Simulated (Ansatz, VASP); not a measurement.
# One calculation of ZnS, two programs

The input INCAR:

```
SYSTEM = ZnS
ALGO     = Normal         ! electronic algorithm
EDIFF    = 1E-6           ! SCF threshold, eV
ENCUT    = 520            ! plane-wave cutoff, eV
GGA      = PE             ! functional
ISIF     = 2              ! what is computed and relaxed
ISMEAR   = 0              ! smearing method
LASPH    = .True.         ! aspherical terms in the spheres
LCHARG   = .False.        ! write CHGCAR
LREAL    = .False.        ! projectors in reciprocal space
LWAVE    = .False.        ! write WAVECAR
NBANDS   = 46             ! bands
NELM     = 60             ! most SCF steps
PREC     = Accurate       ! precision mode
SIGMA    = 0.05           ! smearing width, eV
```

The input KPOINTS:

```
k-points
0
Gamma
  8 8 2
  0 0 0
```

Contents of POSCAR:

```
ZnS
1.0
   -3.8467234434      0.0000000000      0.0000000000
   -1.9233617217     -3.3313602233      0.0000000000
   -4.3275638738     -2.4985201675     12.5902250239
Zn S
4 4
Direct
   -0.4921877602     -0.4921877602      0.6562503469
   -0.1171877602     -0.1171877602      0.1562503469
   -0.3463350519     -0.3463350519      0.9062245137
    0.3619982814      0.3619982814      0.4062245137
   -0.6326172734     -0.6326172734      0.8434896978
   -0.2576172734      0.7423827266      0.3434896978
    0.2629567522      0.2629567522      0.0938354415
    0.2212900855      0.2212900855      0.5938354415
```

Input for Ansatz:

```yaml
crystal:
  lattice:
    - [-3.8467234434, 0.0, 0.0]
    - [-1.9233617217, -3.3313602233, 0.0]
    - [-4.3275638738, -2.4985201675, 12.5902250239]
  atoms:
    - { symbol: Zn, position: [-0.4921877602, -0.4921877602, 0.6562503469] }
    - { symbol: Zn, position: [-0.1171877602, -0.1171877602, 0.1562503469] }
    - { symbol: Zn, position: [-0.3463350519, -0.3463350519, 0.9062245137] }
    - { symbol: Zn, position: [0.3619982814, 0.3619982814, 0.4062245137] }
    - { symbol: S, position: [-0.6326172734, -0.6326172734, 0.8434896978] }
    - { symbol: S, position: [-0.2576172734, 0.7423827266, 0.3434896978] }
    - { symbol: S, position: [0.2629567522, 0.2629567522, 0.0938354415] }
    - { symbol: S, position: [0.2212900855, 0.2212900855, 0.5938354415] }
basis:
  ecutwfc: 420
kpoints:
  mp_grid: { grid: [8, 8, 2] }
hamiltonian:
  xc: pbe
scf:
  occupations: { method: gaussian, width: 0.05 }
output:
  forces: true
  stress: true
  eigenvalues: true
```

Alike in both runs: task single point; functional PBE; k mesh 8 × 8 × 2; occupations gaussian, width 0.05 eV; no spin polarisation.

|  | VASP | Ansatz |
| --- | --- | --- |
| version | VASP 6.6.1 | Ansatz 0.2.0 |
| potentials or method | VASP PAW PBE potentials, release 64 (Zn, S), cutoff 520 eV | scalar-relativistic, plane waves, PAW |
| valence electrons in the cell | 72 | 72 |

```csv
,VASP,Ansatz,Ansatz less VASP
gap on the k mesh at the Fermi level (eV),1.26,1.25,-0.003
least direct gap on the mesh (eV),1.26,1.25,-0.003
pressure (GPa),-0.1,-0.2,-0.14
"traceless stress, the component that is largest in VASP (GPa)",1.84,1.86,+0.023
rms of the force components (eV/Å),0.194,0.194,-0.0005
```

Atom by atom the forces differ by 0.004 eV/Å (rms over components). The functional is the same, so the differences come from potentials, cutoffs and numerics.
